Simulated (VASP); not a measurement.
# Ga3Se (P4/mmm) in VASP: a series of runs

The runs below take Ga3Se through single point, with PBE.

Everything below comes from runs of VASP 6.6.1. Logs are shortened: lines on timing, memory, paths and dates and some standing lists are left out, and cuts for length are marked.

## Step 1: The cell of the first run

It takes space group P4/mmm (No. 123, tetragonal). The conventional cell has a = 4.388 Å, b = 4.388 Å, c = 4.432 Å, α = 90.00°, β = 90.00°, γ = 90.00°. Within 4.1 Å of Se (site symmetry 4/mmm) lie 12 Ga at 3.10 to 3.12 Å. Ga (site symmetry 4/mmm) has 4 Se at 3.10 Å and 8 Ga at 3.12 Å within 4.1 Å. Within 4.1 Å of Ga (site symmetry mmm) lie 8 Ga at 3.10 to 3.12 Å and 4 Se at 3.12 Å.

## Step 2: Single point, PBE

Contents of INCAR:

```
SYSTEM = Ga3Se
ALGO = Normal
EDIFF = 1E-7
ENCUT = 520
GGA = PE
ISIF = 2
ISMEAR = -1
LASPH = .True.
LCHARG = .True.
LELF = .True.
LREAL = .False.
LVHAR = .True.
LWAVE = .False.
NBANDS = 30
NELM = 60
PREC = Accurate
SIGMA = 0.05
```

Contents of KPOINTS:

```
k-points
0
Gamma
  5 5 5
  0 0 0
```

Contents of POSCAR:

```
Ga3Se
1.0
    4.3881403500      0.0000000000      0.0000000000
    0.0000000000      4.3881403500      0.0000000000
    0.0000000000      0.0000000000      4.4324650000
Se Ga
1 3
Direct
    0.0000000000      0.0000000000      0.0000000000
    0.5000000000      0.5000000000      0.0000000000
    0.5000000000      0.0000000000      0.5000000000
    0.0000000000      0.5000000000      0.5000000000
```

Potentials or basis: VASP PAW PBE potentials, release 64 (Se, Ga_d).

Launch:

```bash
$ cat potpaw_PBE.64/Se/POTCAR potpaw_PBE.64/Ga_d/POTCAR > POTCAR
$ mpirun -np 1 vasp_std > vasp.out
```

OUTCAR:

```text
SYSTEM = Ga3Se
   EDIFF = 1E-7
   ENCUT = 520
   GGA = PE
   ISIF = 2
   ISMEAR = -1
   LASPH = .True.
   LREAL = .False.
   NELM = 60
   PREC = Accurate

 ion  position               nearest neighbor table
   1  0.000  0.000  0.000-
   2  0.500  0.500  0.000-
   3  0.500  0.000  0.500-
   4  0.000  0.500  0.500-

  LATTYP: Found a simple tetragonal cell.
 ALAT       =     4.3881403500
 C/A-ratio  =     1.0101010101

  Lattice vectors:

 A1 = (   4.3881403500,   0.0000000000,   0.0000000000)
 A2 = (   0.0000000000,   4.3881403500,   0.0000000000)
 A3 = (   0.0000000000,   0.0000000000,   4.4324650000)

Analysis of symmetry for initial positions (statically):
=====================================================================
 Subroutine PRICEL returns:
 Original cell was already a primitive cell.

 Routine SETGRP: Setting up the symmetry group for a
 simple tetragonal supercell.

 Subroutine GETGRP returns: Found 16 space group operations
 (whereof 16 operations were pure point group operations)
 out of a pool of 16 trial point group operations.

The static configuration has the point symmetry D_4h.

Analysis of symmetry for dynamics (positions and initial velocities):
=====================================================================
 Subroutine PRICEL returns:
 Original cell was already a primitive cell.

 Routine SETGRP: Setting up the symmetry group for a
 simple tetragonal supercell.

 Subroutine GETGRP returns: Found 16 space group operations
 (whereof 16 operations were pure point group operations)
 out of a pool of 16 trial point group operations.

The dynamic configuration has the point symmetry D_4h.

 Subroutine INISYM returns: Found 16 space group operations
 (whereof 16 operations are pure point group operations),
 and found     1 'primitive' translations

----------------------------------------------------------------------------------------

                                     Primitive cell

  volume of cell :      85.3506

  direct lattice vectors                    reciprocal lattice vectors
     4.388140350  0.000000000  0.000000000     0.227886968  0.000000000  0.000000000
     0.000000000  4.388140350  0.000000000     0.000000000  0.227886968  0.000000000
     0.000000000  0.000000000  4.432465000     0.000000000  0.000000000  0.225608098

  length of vectors
     4.388140350  4.388140350  4.432465000     0.227886968  0.227886968  0.225608098

  position of ions in fractional coordinates (direct lattice)
     0.000000000  0.000000000  0.000000000
     0.500000000  0.500000000  0.000000000
     0.500000000  0.000000000  0.500000000
     0.000000000  0.500000000  0.500000000

  ion indices of the primitive-cell ions
   primitive index   ion index
                 1           1
                 2           2
                 3           3
                 4           4

----------------------------------------------------------------------------------------

 KPOINTS: k-points

Automatic generation of k-mesh.
 Grid dimensions read from file:
 generate k-points for:    5    5    5

 Generating k-lattice:

  Cartesian coordinates                     Fractional coordinates (reciprocal lattice)
     0.045577394  0.000000000  0.000000000     0.200000000  0.000000000  0.000000000
     0.000000000  0.045577394  0.000000000     0.000000000  0.200000000  0.000000000
     0.000000000  0.000000000  0.045121620     0.000000000  0.000000000  0.200000000

  Length of vectors
     0.045577394  0.045577394  0.045121620

  Shift w.r.t. Gamma in fractional coordinates (k-lattice)
     0.000000000  0.000000000  0.000000000

 Subroutine IBZKPT returns following result:
 ===========================================

 Found     18 irreducible k-points:

 Following reciprocal coordinates:
            Coordinates               Weight
  0.000000  0.000000  0.000000      1.000000
  0.200000  0.000000  0.000000      4.000000
  0.400000  0.000000  0.000000      4.000000
  0.200000  0.200000  0.000000      4.000000
  0.400000  0.200000  0.000000      8.000000
  0.400000  0.400000  0.000000      4.000000
[... 10 lines left out ...]
  0.400000  0.200000  0.400000     16.000000
  0.400000  0.400000  0.400000      8.000000
   k-points           NKPTS =     18   k-points in BZ     NKDIM =     18   number of bands    NBANDS=     30
   number of dos      NEDOS =    301   number of ions     NIONS =      4
   total plane-waves  NPLWV =  46656
   dimension x,y,z NGX =    36 NGY =   36 NGZ =   36
   dimension x,y,z NGXF=    72 NGYF=   72 NGZF=   72
   ions per type =               1   3
   NGX,Y,Z   is equivalent  to a cutoff of  13.64, 13.64, 13.50 a.u.
   NGXF,Y,Z  is equivalent  to a cutoff of  27.28, 27.28, 27.00 a.u.
 SYSTEM =  Ga3Se
   PREC   = accura    normal or accurate (medium, high low for compatibility)
   ISTART =      0    job   : 0-new  1-cont  2-samecut
   ICHARG =      2    charge: 1-file 2-atom 10-const
   ISPIN  =      1    spin polarized calculation?
   LNONCOLLINEAR =      F non collinear calculations
   LSORBIT =      F    spin-orbit coupling
   LASPH  =      T    aspherical Exc in radial PAW
   ENCUT  =  520.0 eV  38.22 Ry    6.18 a.u.   8.16  8.16  8.24*2*pi/ulx,y,z
   NELM   =     60;   NELMIN=  2; NELMDL= -5     # of ELM steps
   EDIFF  = 0.1E-06   stopping-criterion for ELM
   LREAL  =      F    real-space projection
   EDIFFG = 0.1E-05   stopping-criterion for IOM
   NSW    =      0    number of steps for IOM
   IBRION =     -1    ionic relax: 0-MD 1-quasi-New 2-CG
   NFREE  =      0    steps in history (QN), initial steepest desc. (CG)
   ISIF   =      2    stress and relaxation
   ISYM   =      2    0-nonsym 1-usesym 2-fastsym
   POTIM  = 0.5000    time-step for ionic-motion
   TEBEG  =    0.0;   TEEND  =   0.0 temperature during run
   PSTRESS=    0.0 pullay stress
   NELECT =      45.0000    total number of electrons
   NUPDOWN=      -1.0000    fix difference up-down
   EMIN   =  10.00;   EMAX   =-10.00  energy-range for DOS
   EFERMI =   0.00;   METHOD = LEGACY
   ISMEAR =    -1;   SIGMA  =   0.05  broadening in eV -4-tet -1-fermi 0-gaus
   EFERMI_NEDOS =   21; number of points for ismear=-14 and -15
   IALGO  =     38    algorithm
   IMIX   =      4    mixing-type and parameters
     AMIX     =   0.40;   BMIX     =  1.00
     AMIX_MAG =   1.60;   BMIX_MAG =  1.00
  volume/ion in A,a.u.               =      21.34       143.99
  Fermi-wavevector in a.u.,A,eV,Ry     =   1.322544  2.499246 23.798269  1.749123
  Thomas-Fermi vector in A             =   2.452218
   LORBIT       =      0    0 simple, 1 ext, 2 COOP (PROOUT), +10 PAW based schemes
   GGA     = PE    functional components
   LHFCALC =     F    Hartree Fock is set to
   AEXX    =    0.0000 exact exchange contribution
   IVDW    =     0    specifies the selected vdW correction
   LEPSILON=     F    determine dielectric tensor
   LRPA    =     F    only Hartree local field effects (RPA)
 non-spin polarized calculation
  energy-cutoff  :      520.00
  volume of cell :       85.35
 maximum number of plane-waves:      2310
 NGX is ok and might be reduce to    36
   NGX = 17   NGY = 17   NGZ = 17

 number of electron      44.9999964 magnetization

 Free energy of the ion-electron system (eV)
  ---------------------------------------------------
  ext. energy  EPLUGINS =         0.00000000
  ---------------------------------------------------
  free energy    TOTEN  =       -12.35009960 eV

  energy without entropy =      -12.32340349  energy(sigma->0) =      -12.33675154

 E-fermi :   4.8227     XC(G=0): -10.3602

 val. band max:        4.8167203068   @ k =   0.4000   0.0000   0.0000
 cond. band min:       4.8276614697   @ k =   0.2000   0.2000   0.0000
 fundamental gap:      0.0109411629
 Fermi energy:         4.8226887806

 k-point     1 :       0.0000    0.0000    0.0000
  band No.  band energies     occupation
      1     -10.2277      2.00000
      2     -10.2072      2.00000
      3     -10.2021      2.00000
      4     -10.2021      2.00000
      5     -10.1593      2.00000
      6     -10.1535      2.00000
[... 22 lines left out ...]
     29      10.8852      0.00000
     30      11.9106      0.00000

 k-point     2 :       0.2000    0.0000    0.0000
  band No.  band energies     occupation
      1     -10.2015      2.00000
      2     -10.1971      2.00000
      3     -10.1865      2.00000
      4     -10.1825      2.00000
      5     -10.1524      2.00000
      6     -10.1428      2.00000
[... 22 lines left out ...]
     29      11.8406      0.00000
     30      12.2388      0.00000

 k-point     3 :       0.4000    0.0000    0.0000
  band No.  band energies     occupation
      1     -10.1880      2.00000
      2     -10.1546      2.00000
      3     -10.1347      2.00000
      4     -10.1342      2.00000
      5     -10.1339      2.00000
      6     -10.1115      2.00000
[... 22 lines left out ...]
     29      10.5622      0.00000
     30      11.3857      0.00000

 k-point     4 :       0.2000    0.2000    0.0000
  band No.  band energies     occupation
      1     -10.1896      2.00000
      2     -10.1855      2.00000
      3     -10.1697      2.00000
      4     -10.1669      2.00000
      5     -10.1426      2.00000
      6     -10.1317      2.00000
[... 22 lines left out ...]
     29      10.7918      0.00000
     30      11.5309      0.00000

 k-point     5 :       0.4000    0.2000    0.0000
  band No.  band energies     occupation
      1     -10.1714      2.00000
      2     -10.1596      2.00000
      3     -10.1372      2.00000
      4     -10.1317      2.00000
      5     -10.1207      2.00000
      6     -10.1069      2.00000
[... 22 lines left out ...]
     29       9.8494      0.00000
     30      10.0041      0.00000
[... 328 lines left out ...]
     29       9.8252      0.00000
     30      11.1865      0.00000

 k-point    16 :       0.2000    0.2000    0.4000
  band No.  band energies     occupation
      1     -10.1836      2.00000
      2     -10.1650      2.00000
      3     -10.1449      2.00000
      4     -10.1395      2.00000
      5     -10.1097      2.00000
      6     -10.1023      2.00000
[... 22 lines left out ...]
     29      10.1543      0.00000
     30      12.0179      0.00000

 k-point    17 :       0.4000    0.2000    0.4000
  band No.  band energies     occupation
      1     -10.2121      2.00000
      2     -10.1474      2.00000
      3     -10.1449      2.00000
      4     -10.1388      2.00000
      5     -10.1253      2.00000
      6     -10.0972      2.00000
[... 22 lines left out ...]
     29      11.0318      0.00000
     30      11.5079      0.00000

 k-point    18 :       0.4000    0.4000    0.4000
  band No.  band energies     occupation
      1     -10.2669      2.00000
      2     -10.1522      2.00000
      3     -10.1483      2.00000
      4     -10.1423      2.00000
      5     -10.1335      2.00000
      6     -10.1323      2.00000
[... 22 lines left out ...]
     29      12.7216      0.00000
     30      13.1254      0.00000

------------------------ aborting loop because EDIFF is reached ----------------------------------------

  FORCE on cell =-STRESS in cart. coord.  units (eV):
  Direction    XX          YY          ZZ          XY          YZ          ZX
  --------------------------------------------------------------------------------------
  -------------------------------------------------------------------------------------
  Total        0.3021000      0.3021000      0.4509471      0.0000000     -0.0000000      0.0000000
  in kB        5.6709388      5.6709388      8.4650564      0.0000000     -0.0000000      0.0000000
  external PRESSURE =       6.6023114 kB  Pullay stress =       0.0000000 kB

 VOLUME and BASIS-vectors are now :
 -----------------------------------------------------------------------------
  energy-cutoff  :      520.00
  volume of cell :       85.35
      direct lattice vectors                 reciprocal lattice vectors
     4.388140350  0.000000000  0.000000000     0.227886968  0.000000000  0.000000000
     0.000000000  4.388140350  0.000000000     0.000000000  0.227886968  0.000000000
     0.000000000  0.000000000  4.432465000     0.000000000  0.000000000  0.225608098

 POSITION                                       TOTAL-FORCE (eV/Angst)
 -----------------------------------------------------------------------------------
      0.00000      0.00000      0.00000         0.000000      0.000000      0.000000
      2.19407      2.19407      0.00000         0.000000      0.000000      0.000000
      2.19407      0.00000      2.21623         0.000000      0.000000      0.000000
      0.00000      2.19407      2.21623         0.000000      0.000000      0.000000
 -----------------------------------------------------------------------------------
    total drift:                                0.000000      0.000000      0.000000

  FREE ENERGIE OF THE ION-ELECTRON SYSTEM (eV)
  ---------------------------------------------------
  free  energy   TOTEN  =       -12.3500995967 eV

  energy  without entropy=      -12.3234034860  energy(sigma->0) =      -12.33675154
```

Wall time 2.5 min (1 thread of Intel Xeon 6975P-C, shared host); peak memory 0.22 GiB.

Results:

```yaml
Free_energy: -12.3501 eV
Pressure: 0.7 GPa
```

Stress tensor (GPa, compression positive):
```
0.57 0.00 0.00
0.00 0.57 0.00
0.00 0.00 0.85
```

Levels at points of the mesh, in eV from the Fermi level:
```csv
k point,band 19,band 20,band 21,band 22,band 23,band 24,band 25,band 26
"(0.00, 0.00, 0.00)",-3.80,-3.80,-2.88,-2.76,1.61,1.63,1.63,4.44
```

## Step 3: Single point, PBE

This run uses another cell than the first one, of 22.21 Å³/atom, 1.041 times its volume.

Contents of INCAR:

```
ALGO = Normal
EDIFF = 1E-6
ENCUT = 520
GGA = PE
ISIF = 2
ISMEAR = -1
LASPH = T
LCHARG = T
LELF = T
LREAL = F
LVHAR = T
LWAVE = F
NBANDS = 30
NELM = 60
PREC = Accurate
SIGMA = 0.05
```

Contents of KPOINTS:

```
k-points
0
Gamma
  5 5 5
```

POSCAR, as its differences from that of step 2:

```diff
@@ -2,4 +2,4 @@
 1.0
-    4.3881403500      0.0000000000      0.0000000000
-    0.0000000000      4.3881403500      0.0000000000
+    4.4767896500      0.0000000000      0.0000000000
+    0.0000000000      4.4767896500      0.0000000000
     0.0000000000      0.0000000000      4.4324650000
```

Potentials or basis: VASP PAW PBE potentials, release 64 (Se, Ga_d).

Launch:

```bash
$ cat potpaw_PBE.64/Se/POTCAR potpaw_PBE.64/Ga_d/POTCAR > POTCAR
$ mpirun -np 1 vasp_std > vasp.out
```

Run time: 1.7 min. Hardware: 1 thread of Intel Xeon 6975P-C, shared host; peak memory 0.22 GiB.

The run converged. Its results:

```
Free energy : -12.3479 eV
Pressure    : -0.8 GPa
```

Stress tensor (GPa, compression positive):
```
-0.72  0.00  0.00
 0.00 -0.72  0.00
 0.00  0.00 -1.05
```

Levels at points of the mesh, in eV from the Fermi level:
```tsv
k point	band 20	band 21	band 22	band 23	band 24	band 25
(0.00, 0.00, 0.00)	-3.60	-2.93	-2.82	1.57	1.57	1.59
```

## Step 4: Single point, PBE

This run uses another cell than the first one, of 22.65 Å³/atom, 1.062 times its volume.

Contents of INCAR:

```
  ALGO = Normal
  EDIFF = 1E-6
  ENCUT = 520
  GGA = PE
  ISIF = 2
  ISMEAR = -1
  LASPH = True
  LCHARG = True
  LELF = True
  LREAL = False
  LVHAR = True
  LWAVE = False
  NBANDS = 30
  NELM = 80
  PREC = Accurate
  SIGMA = 0.05
```

KPOINTS is that of step 3.

POSCAR, as its differences from that of step 3:

```diff
@@ -2,4 +2,4 @@
 1.0
-    4.4767896500      0.0000000000      0.0000000000
-    0.0000000000      4.4767896500      0.0000000000
+    4.5211143000      0.0000000000      0.0000000000
+    0.0000000000      4.5211143000      0.0000000000
     0.0000000000      0.0000000000      4.4324650000
```

Potentials or basis: VASP PAW PBE potentials, release 64 (Se, Ga_d).

Launch:

```bash
$ cat potpaw_PBE.64/Se/POTCAR potpaw_PBE.64/Ga_d/POTCAR > POTCAR
$ mpirun -np 1 vasp_std > vasp.out
```

OUTCAR:

```text
EDIFF = 1E-6
   ENCUT = 520
   GGA = PE
   ISIF = 2
   ISMEAR = -1
   LASPH = True
   LREAL = False
   NELM = 80
   PREC = Accurate

 ion  position               nearest neighbor table
   1  0.000  0.000  0.000-
   2  0.500  0.500  0.000-
   3  0.500  0.000  0.500-
   4  0.000  0.500  0.500-

  LATTYP: Found a simple tetragonal cell.
 ALAT       =     4.5211143000
 C/A-ratio  =     0.9803921569

  Lattice vectors:

 A1 = (   4.5211143000,   0.0000000000,   0.0000000000)
 A2 = (   0.0000000000,   4.5211143000,   0.0000000000)
 A3 = (   0.0000000000,   0.0000000000,   4.4324650000)

Analysis of symmetry for initial positions (statically):
=====================================================================
 Subroutine PRICEL returns:
 Original cell was already a primitive cell.
[... 160 lines left out ...]
  ---------------------------------------------------
  ext. energy  EPLUGINS =         0.00000000
  ---------------------------------------------------
  free energy    TOTEN  =       -12.33716096 eV

  energy without entropy =      -12.30931764  energy(sigma->0) =      -12.32323930

 E-fermi :   4.2941     XC(G=0): -10.0780

 val. band max:        4.2747401224   @ k =   0.2000   0.2000   0.4000
 cond. band min:       4.3102183690   @ k =   0.2000   0.0000   0.2000
 fundamental gap:      0.0354782466
 Fermi energy:         4.2940617231

 k-point     1 :       0.0000    0.0000    0.0000
  band No.  band energies     occupation
      1     -10.7189      2.00000
      2     -10.7130      2.00000
      3     -10.7130      2.00000
      4     -10.7038      2.00000
      5     -10.6738      2.00000
      6     -10.6620      2.00000
[... 583 lines left out ...]
     29      11.8178      0.00000
     30      12.1391      0.00000

------------------------ aborting loop because EDIFF is reached ----------------------------------------

  FORCE on cell =-STRESS in cart. coord.  units (eV):
  Direction    XX          YY          ZZ          XY          YZ          ZX
  --------------------------------------------------------------------------------------
  -------------------------------------------------------------------------------------
  Total       -0.7289750     -0.7289750     -0.9841850      0.0000000      0.0000000      0.0000000
  in kB      -12.8910103    -12.8910103    -17.4040790      0.0000000      0.0000000      0.0000000
  external PRESSURE =     -14.3953665 kB  Pullay stress =       0.0000000 kB

 VOLUME and BASIS-vectors are now :
 -----------------------------------------------------------------------------
  energy-cutoff  :      520.00
  volume of cell :       90.60
      direct lattice vectors                 reciprocal lattice vectors
     4.521114300  0.000000000  0.000000000     0.221184410  0.000000000  0.000000000
     0.000000000  4.521114300  0.000000000     0.000000000  0.221184410  0.000000000
     0.000000000  0.000000000  4.432465000     0.000000000  0.000000000  0.225608098

 POSITION                                       TOTAL-FORCE (eV/Angst)
 -----------------------------------------------------------------------------------
      0.00000      0.00000      0.00000         0.000000      0.000000      0.000000
      2.26056      2.26056      0.00000         0.000000      0.000000      0.000000
      2.26056      0.00000      2.21623         0.000000      0.000000      0.000000
      0.00000      2.26056      2.21623         0.000000      0.000000      0.000000
 -----------------------------------------------------------------------------------
    total drift:                                0.000000      0.000000      0.000000

  FREE ENERGIE OF THE ION-ELECTRON SYSTEM (eV)
  ---------------------------------------------------
  free  energy   TOTEN  =       -12.3371609646 eV

  energy  without entropy=      -12.3093176385  energy(sigma->0) =      -12.32323930
```

It took 1.9 min on 1 thread of Intel Xeon 6975P-C, shared host; peak memory 0.22 GiB.

Results:

| Quantity | Value |
| --- | --- |
| Free energy | -12.3372 eV |
| Pressure | -1.4 GPa |

## Step 5: Overview

| cell | gap on the mesh (eV) | pressure (GPa) |
| --- | --- | --- |
| a = 4.388, b = 4.388, c = 4.432 Å, 4 atoms | none | 0.7 |
| a = 4.477, b = 4.477, c = 4.432 Å, 4 atoms | none | -0.8 |
| a = 4.521, b = 4.521, c = 4.432 Å, 4 atoms | none | -1.4 |

Alike in all rows: task single point; level PBE; potentials or basis VASP PAW PBE potentials, release 64 (Se, Ga_d); no spin polarisation; k mesh 5 × 5 × 5; cutoff (eV) 520; smearing fermi-dirac 0.05 eV.

Total energies depend on the potentials used, so only differences within one code and one set of settings carry meaning.
